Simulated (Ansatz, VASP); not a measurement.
**Cd2S: VASP beside Ansatz**

Contents of INCAR:

```
PREC     = Accurate       # precision mode
ENCUT    = 500            # plane-wave cutoff, eV
EDIFF    = 1E-7           # SCF threshold, eV
ISMEAR   = 0              # smearing method
SIGMA    = 0.1            # smearing width, eV
LREAL    = False          # projectors in reciprocal space
LASPH    = True           # aspherical terms in the spheres
NELM     = 120            # most SCF steps
ALGO     = Normal         # electronic algorithm
ISIF     = 3              # what is computed and relaxed
LWAVE    = False          # write WAVECAR
LCHARG   = False          # write CHGCAR
GGA      = PE             # functional
IBRION   = 2              # ionic algorithm
NSW      = 90             # ionic steps
EDIFFG   = -0.04          # ionic threshold
GGA_COMPAT= False        
NELMIN   = 4
```

File KPOINTS:

```
Automatic mesh
0
Gamma
  4 4 4
```

File POSCAR:

```
Cd2S
1.0
    4.0062404205      0.0000000000      0.0000000000
    0.2345655681      5.8632429834      0.0000000000
    0.2333020921      0.2154812762      6.7511640113
Cd S
4 2
Direct
    0.4240053770      0.4644712796      0.9314621882
    0.8606506228      0.4618659893      0.4181570502
    0.5706615353      0.0134369545      0.9547307681
    0.0660156770      0.0172195009      0.4462898549
    0.0393256654      0.7640306556      0.1275177041
    0.5393411225      0.7789756202      0.6218424343
```

Input for Ansatz:

```yaml
crystal:
  lattice:
    - [4.0062404205, 0.0, 0.0]
    - [0.2345655681, 5.8632429834, 0.0]
    - [0.2333020921, 0.2154812762, 6.7511640113]
  atoms:
    - { symbol: Cd, position: [0.424005377, 0.4644712796, 0.9314621882] }
    - { symbol: Cd, position: [0.8606506228, 0.4618659893, 0.4181570502] }
    - { symbol: Cd, position: [0.5706615353, 0.0134369545, 0.9547307681] }
    - { symbol: Cd, position: [0.066015677, 0.0172195009, 0.4462898549] }
    - { symbol: S, position: [0.0393256654, 0.7640306556, 0.1275177041] }
    - { symbol: S, position: [0.5393411225, 0.7789756202, 0.6218424343] }
basis:
  ecutwfc: 420
kpoints:
  mp_grid: { grid: [4, 4, 4] }
hamiltonian:
  xc: pbe
scf:
  occupations: { method: gaussian, width: 0.1 }
  lower_state_search: "off"
output:
  forces: true
  stress: true
  eigenvalues: true
relax:
  adjacent_minimum: "off"
  f_tol: 0.04
  max_steps: 70
  cell: { stress_tol: 0.4 }
```

Change from the starting cell: the structure that the rattled cell fell into.

Alike in both runs: task relaxation of cell and atoms; functional PBE; k mesh 4 × 4 × 4; occupations gaussian, width 0.1 eV; no spin polarisation.

```csv
,VASP,Ansatz
version,VASP 6.6.1,Ansatz 0.2.0
potentials or method,"VASP PAW PBE potentials, release 64 (Cd, S), cutoff 500 eV","scalar-relativistic, plane waves, PAW"
valence electrons in the cell,60,92
```

|  | VASP | Ansatz | Ansatz less VASP |
| --- | --- | --- | --- |
| gap on the k mesh at the Fermi level, each at its own relaxed structure (eV) | 0.24 | 0.27 | +0.037 |
| relaxed volume (Å³/atom) | 26.80 | 26.74 | -0.063 |
| relaxed cell length with the largest relative difference (Å) | 4.018 | 4.030 | +0.0118 |

VASP's potentials hold 60 valence electrons a cell and Ansatz's 92, so a difference there can come from the potentials and not from the codes.
